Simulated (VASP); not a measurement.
# CuO (P4/nmm) in VASP: notebook

Runs on CuO. Level: PBE+U. Tasks: single point.

Program: VASP 6.6.1. These are calculated values, not measurements. Logs are shortened: lines on timing, memory, paths and dates and some standing lists are left out, and cuts for length are marked.

## 1. The cell of the first run

It takes space group P4/nmm (No. 129, tetragonal). Conventional cell: a = 3.175 Å, b = 3.175 Å, c = 4.650 Å, α = 90.00°, β = 90.00°, γ = 90.00°. Within 2.7 Å of Cu (site symmetry -4m2) lie 4 O at 2.02 Å and 4 Cu at 2.25 Å. O (site symmetry 4mm) has 4 Cu at 2.02 Å within 2.7 Å.

## 2. Single point, PBE+U

The input, INCAR:

```
SYSTEM = CuO
PREC = Accurate
ENCUT = 520
EDIFF = 1E-6
ISMEAR = -1
SIGMA = 0.05
LREAL = .False.
LASPH = .True.
NELM = 150
ALGO = Normal
ISIF = 2
LWAVE = .False.
LCHARG = .False.
LMAXMIX = 4
LDAU = .True.
LDAUTYPE = 2
LDAUL = 2 -1
LDAUU = 3 0
LDAUJ = 0 0
LDAUPRINT = 1
GGA = PE
NBANDS = 25
```

The input, KPOINTS:

```
Automatic mesh
0
Gamma
  8 8 6
  0 0 0
```

The input, POSCAR:

```
CuO
1.0
    3.1754955000      0.0000000000      0.0000000000
    0.0000000000      3.1754955000      0.0000000000
    0.0000000000      0.0000000000      4.6495318700
Cu O
2 2
Direct
    0.0000000000      0.0000000000      0.0000000000
    0.5000000000      0.5000000000      0.0000000000
    0.5000000000      0.0000000000      0.2670000000
    0.0000000000      0.5000000000      0.7330000000
```

Potentials or basis: VASP PAW PBE potentials, release 64 (Cu, O).

Started as:

```bash
cat potpaw_PBE.64/Cu/POTCAR potpaw_PBE.64/O/POTCAR > POTCAR
mpirun -np 1 vasp_std > vasp.out
```

OUTCAR:

```text
SYSTEM = CuO
   PREC = Accurate
   ENCUT = 520
   EDIFF = 1E-6
   ISMEAR = -1
   LREAL = .False.
   LASPH = .True.
   NELM = 150
   ISIF = 2
   GGA = PE

 ion  position               nearest neighbor table
   1  0.000  0.000  0.000-   3 2.02   4 2.02   4 2.02   3 2.02   2 2.25   2 2.25   2 2.25   2 2.25

   2  0.500  0.500  0.000-   3 2.02   4 2.02   3 2.02   4 2.02   1 2.25   1 2.25   1 2.25   1 2.25

   3  0.500  0.000  0.267-   1 2.02   2 2.02   2 2.02   1 2.02
   4  0.000  0.500  0.733-   1 2.02   2 2.02   1 2.02   2 2.02

  LATTYP: Found a simple tetragonal cell.
 ALAT       =     3.1754955000
 C/A-ratio  =     1.4641909806

  Lattice vectors:

 A1 = (   3.1754955000,   0.0000000000,   0.0000000000)
 A2 = (   0.0000000000,   3.1754955000,   0.0000000000)
 A3 = (   0.0000000000,   0.0000000000,   4.6495318700)

Analysis of symmetry for initial positions (statically):
=====================================================================
 Subroutine PRICEL returns:
 Original cell was already a primitive cell.

 Routine SETGRP: Setting up the symmetry group for a
 simple tetragonal supercell.

 Subroutine GETGRP returns: Found 16 space group operations
 (whereof  8 operations were pure point group operations)
 out of a pool of 16 trial point group operations.

The static configuration has the point symmetry D_2d.
 The point group associated with its full space group is D_4h.

Analysis of symmetry for dynamics (positions and initial velocities):
=====================================================================
 Subroutine PRICEL returns:
 Original cell was already a primitive cell.

 Routine SETGRP: Setting up the symmetry group for a
 simple tetragonal supercell.

 Subroutine GETGRP returns: Found 16 space group operations
 (whereof  8 operations were pure point group operations)
 out of a pool of 16 trial point group operations.

The dynamic configuration has the point symmetry D_2d.
 The point group associated with its full space group is D_4h.

 Subroutine INISYM returns: Found 16 space group operations
 (whereof  8 operations are pure point group operations),
 and found     1 'primitive' translations

----------------------------------------------------------------------------------------

                                     Primitive cell

  volume of cell :      46.8848

  direct lattice vectors                    reciprocal lattice vectors
     3.175495500  0.000000000  0.000000000     0.314911484  0.000000000  0.000000000
     0.000000000  3.175495500  0.000000000     0.000000000  0.314911484  0.000000000
     0.000000000  0.000000000  4.649531870     0.000000000  0.000000000  0.215075416

  length of vectors
     3.175495500  3.175495500  4.649531870     0.314911484  0.314911484  0.215075416

  position of ions in fractional coordinates (direct lattice)
     0.000000000  0.000000000  0.000000000
     0.500000000  0.500000000  0.000000000
     0.500000000  0.000000000  0.267000000
     0.000000000  0.500000000  0.733000000

  ion indices of the primitive-cell ions
   primitive index   ion index
                 1           1
                 2           2
                 3           3
                 4           4

[... 92 lines left out ...]
  volume/ion in A,a.u.               =      11.72        79.10
  Fermi-wavevector in a.u.,A,eV,Ry     =   1.470812  2.779431 29.433305  2.163287
  Thomas-Fermi vector in A             =   2.586023
   LORBIT       =      0    0 simple, 1 ext, 2 COOP (PROOUT), +10 PAW based schemes
 LDA+U is selected, type is set to LDAUTYPE =  2
   angular momentum for each species LDAUL =     2   -1
   U (eV)           for each species LDAUU =   3.0  0.0
   J (eV)           for each species LDAUJ =   0.0  0.0
   GGA     = PE    functional components
   LHFCALC =     F    Hartree Fock is set to
   AEXX    =    0.0000 exact exchange contribution
   IVDW    =     0    specifies the selected vdW correction
   LEPSILON=     F    determine dielectric tensor
   LRPA    =     F    only Hartree local field effects (RPA)
 non-spin polarized calculation
  energy-cutoff  :      520.00
  volume of cell :       46.88
 maximum number of plane-waves:      1288
 NGX is ok and might be reduce to    24
   NGX = 11   NGY = 11   NGZ = 17

atom =   1  type =  1  l = 2

 onsite density matrix

spin component  1

  0.9522  0.0000  0.0000  0.0000  0.0000
  0.0000  0.9008  0.0000  0.0000  0.0000
  0.0000  0.0000  0.9518  0.0000  0.0000
  0.0000  0.0000  0.0000  0.9008 -0.0000
  0.0000  0.0000  0.0000 -0.0000  0.9543

spin component  2

  0.9522  0.0000  0.0000  0.0000  0.0000
  0.0000  0.9008  0.0000  0.0000  0.0000
  0.0000  0.0000  0.9518  0.0000  0.0000
  0.0000  0.0000  0.0000  0.9008 -0.0000
  0.0000  0.0000  0.0000 -0.0000  0.9543

 occupancies and eigenvectors

  o =  0.9008  v =  0.0000  0.5244  0.0000 -0.8515  0.0000  0.0000  0.0000  0.0000  0.0000  0.0000      0.0000  0.0000  0.0000  0.0000  0.0000  0.0000  0.0000  0.0000  0.0000  0.0000
  o =  0.9008  v =  0.0000  0.0000  0.0000  0.0000  0.0000  0.0000  0.5244  0.0000 -0.8515  0.0000      0.0000  0.0000  0.0000  0.0000  0.0000  0.0000  0.0000  0.0000  0.0000  0.0000
  o =  0.9008  v =  0.0000 -0.8515 -0.0000 -0.5244  0.0000  0.0000  0.0000  0.0000  0.0000  0.0000      0.0000  0.0000  0.0000  0.0000  0.0000  0.0000  0.0000  0.0000  0.0000  0.0000
  o =  0.9008  v =  0.0000  0.0000  0.0000  0.0000  0.0000  0.0000 -0.8515 -0.0000 -0.5244  0.0000      0.0000  0.0000  0.0000  0.0000  0.0000  0.0000  0.0000  0.0000  0.0000  0.0000
  o =  0.9518  v =  0.0000  0.0000 -1.0000 -0.0000  0.0000  0.0000  0.0000  0.0000  0.0000  0.0000      0.0000  0.0000  0.0000  0.0000  0.0000  0.0000  0.0000  0.0000  0.0000  0.0000
  o =  0.9518  v =  0.0000  0.0000  0.0000  0.0000  0.0000  0.0000  0.0000 -1.0000 -0.0000  0.0000      0.0000  0.0000  0.0000  0.0000  0.0000  0.0000  0.0000  0.0000  0.0000  0.0000
  o =  0.9522  v =  1.0000  0.0000  0.0000  0.0000  0.0000  0.0000  0.0000  0.0000  0.0000  0.0000      0.0000  0.0000  0.0000  0.0000  0.0000  0.0000  0.0000  0.0000  0.0000  0.0000
  o =  0.9522  v =  0.0000  0.0000  0.0000  0.0000  0.0000  1.0000  0.0000  0.0000  0.0000  0.0000      0.0000  0.0000  0.0000  0.0000  0.0000  0.0000  0.0000  0.0000  0.0000  0.0000
  o =  0.9543  v =  0.0000  0.0000  0.0000  0.0000  1.0000  0.0000  0.0000  0.0000  0.0000  0.0000      0.0000  0.0000  0.0000  0.0000  0.0000  0.0000  0.0000  0.0000  0.0000  0.0000
  o =  0.9543  v =  0.0000  0.0000  0.0000  0.0000  0.0000  0.0000  0.0000  0.0000  0.0000  1.0000      0.0000  0.0000  0.0000  0.0000  0.0000  0.0000  0.0000  0.0000  0.0000  0.0000

atom =   2  type =  1  l = 2

 onsite density matrix

spin component  1

  0.9522  0.0000  0.0000  0.0000  0.0000
  0.0000  0.9008  0.0000  0.0000  0.0000
  0.0000  0.0000  0.9518  0.0000 -0.0000
  0.0000  0.0000  0.0000  0.9008 -0.0000
  0.0000  0.0000 -0.0000 -0.0000  0.9543

spin component  2

  0.9522  0.0000  0.0000  0.0000  0.0000
  0.0000  0.9008  0.0000  0.0000  0.0000
  0.0000  0.0000  0.9518  0.0000 -0.0000
  0.0000  0.0000  0.0000  0.9008 -0.0000
  0.0000  0.0000 -0.0000 -0.0000  0.9543

 occupancies and eigenvectors

  o =  0.9008  v =  0.0000 -0.8243  0.0000  0.5661  0.0000  0.0000  0.0000  0.0000  0.0000  0.0000      0.0000  0.0000  0.0000  0.0000  0.0000  0.0000  0.0000  0.0000  0.0000  0.0000
  o =  0.9008  v =  0.0000  0.0000  0.0000  0.0000  0.0000  0.0000 -0.8243  0.0000  0.5661  0.0000      0.0000  0.0000  0.0000  0.0000  0.0000  0.0000  0.0000  0.0000  0.0000  0.0000
  o =  0.9008  v =  0.0000  0.0000  0.0000  0.0000  0.0000  0.0000 -0.5661 -0.0000 -0.8243  0.0000      0.0000  0.0000  0.0000  0.0000  0.0000  0.0000  0.0000  0.0000  0.0000  0.0000
  o =  0.9008  v =  0.0000 -0.5661 -0.0000 -0.8243  0.0000  0.0000  0.0000  0.0000  0.0000  0.0000      0.0000  0.0000  0.0000  0.0000  0.0000  0.0000  0.0000  0.0000  0.0000  0.0000
  o =  0.9518  v =  0.0000 -0.0000 -1.0000  0.0000  0.0000  0.0000  0.0000  0.0000  0.0000  0.0000      0.0000  0.0000  0.0000  0.0000  0.0000  0.0000  0.0000  0.0000  0.0000  0.0000
  o =  0.9518  v =  0.0000  0.0000  0.0000  0.0000  0.0000  0.0000 -0.0000 -1.0000  0.0000  0.0000      0.0000  0.0000  0.0000  0.0000  0.0000  0.0000  0.0000  0.0000  0.0000  0.0000
  o =  0.9522  v =  1.0000  0.0000  0.0000  0.0000  0.0000  0.0000  0.0000  0.0000  0.0000  0.0000      0.0000  0.0000  0.0000  0.0000  0.0000  0.0000  0.0000  0.0000  0.0000  0.0000
  o =  0.9522  v =  0.0000  0.0000  0.0000  0.0000  0.0000  1.0000  0.0000  0.0000  0.0000  0.0000      0.0000  0.0000  0.0000  0.0000  0.0000  0.0000  0.0000  0.0000  0.0000  0.0000
  o =  0.9543  v =  0.0000  0.0000  0.0000  0.0000  0.0000  0.0000 -0.0000 -0.0000 -0.0000 -1.0000      0.0000  0.0000  0.0000  0.0000  0.0000  0.0000  0.0000  0.0000  0.0000  0.0000
  o =  0.9543  v =  0.0000 -0.0000 -0.0000 -0.0000 -1.0000  0.0000  0.0000  0.0000  0.0000  0.0000      0.0000  0.0000  0.0000  0.0000  0.0000  0.0000  0.0000  0.0000  0.0000  0.0000

 number of electron      34.0000035 magnetization

 Free energy of the ion-electron system (eV)
  ---------------------------------------------------
  ext. energy  EPLUGINS =         0.00000000
  ---------------------------------------------------
  free energy    TOTEN  =       -14.11797918 eV

  energy without entropy =      -14.06968906  energy(sigma->0) =      -14.09383412

 E-fermi :   2.7192     XC(G=0): -10.7083

 val. band max:        2.7105279009   @ k =   0.5000   0.0000   0.3333
 cond. band min:       2.7354989368   @ k =   0.2500   0.1250   0.3333
 fundamental gap:      0.0249710358
 Fermi energy:         2.7192448960

 k-point     1 :       0.0000    0.0000    0.0000
  band No.  band energies     occupation
      1     -15.5096      2.00000
      2     -14.7625      2.00000
      3      -3.5742      2.00000
      4      -2.8968      2.00000
      5      -2.2651      2.00000
      6      -2.2651      2.00000
[... 661 lines left out ...]
     24      16.1661      0.00000
     25      17.5691      0.00000

 [... further k-points ...]
[... 5 lines left out ...]
  --------------------------------------------------------------------------------------
  -------------------------------------------------------------------------------------
  Total        7.5569596      7.5569596     -2.7988606      0.0000000      0.0000000      0.0000000
  in kB      258.2411505    258.2411505    -95.6444169      0.0000000      0.0000000      0.0000000
  external PRESSURE =     140.2792947 kB  Pullay stress =       0.0000000 kB

 VOLUME and BASIS-vectors are now :
 -----------------------------------------------------------------------------
  energy-cutoff  :      520.00
  volume of cell :       46.88
      direct lattice vectors                 reciprocal lattice vectors
     3.175495500  0.000000000  0.000000000     0.314911484  0.000000000  0.000000000
     0.000000000  3.175495500  0.000000000     0.000000000  0.314911484  0.000000000
     0.000000000  0.000000000  4.649531870     0.000000000  0.000000000  0.215075416

 POSITION                                       TOTAL-FORCE (eV/Angst)
 -----------------------------------------------------------------------------------
      0.00000      0.00000      0.00000         0.000000      0.000000      0.000000
      1.58775      1.58775      0.00000         0.000000     -0.000000      0.000000
      1.58775      0.00000      1.24143         0.000000     -0.000000     -1.013135
      0.00000      1.58775      3.40811        -0.000000      0.000000      1.013135
 -----------------------------------------------------------------------------------
    total drift:                                0.000000     -0.000000     -0.000000

  FREE ENERGIE OF THE ION-ELECTRON SYSTEM (eV)
  ---------------------------------------------------
  free  energy   TOTEN  =       -14.1179791766 eV

  energy  without entropy=      -14.0696890620  energy(sigma->0) =      -14.09383412
```

Wall time 30 s (1 thread of Intel Xeon Platinum 8488C (Sapphire Rapids), shared host); peak memory 0.19 GiB.

Results:

```
Free energy            : -14.1180 eV
Pressure               : 14.0 GPa
Largest force          : 1.013 eV/Å
Band gap on the k mesh : zero (band 17 reaches 3.22 eV, above the bottom of band 18 at 2.08 eV)
```

Forces in eV/Å, atoms in the order of the input:
```
Cu   0.000  0.000  0.000
Cu   0.000  0.000  0.000
O    0.000  0.000 -1.013
O    0.000  0.000  1.013
```

Stress tensor (GPa, compression positive):
```
25.82  0.00  0.00
 0.00 25.82  0.00
 0.00  0.00 -9.56
```

Eigenvalues of the final occupation matrices:
| site | spin | trace | eigenvalues |
| --- | --- | --- | --- |
| site 1 d | 1 | 4.66 | 0.90 0.90 0.95 0.95 0.95 |
| site 1 d | 2 | 4.66 | 0.90 0.90 0.95 0.95 0.95 |
| site 2 d | 1 | 4.66 | 0.90 0.90 0.95 0.95 0.95 |
| site 2 d | 2 | 4.66 | 0.90 0.90 0.95 0.95 0.95 |

Caveat: U without spin polarisation on a metal has little footing; forces of over 1 eV/Å act on the atoms, so gaps and moduli don't describe the material at rest.

(Part 1 of 3 ends here.)
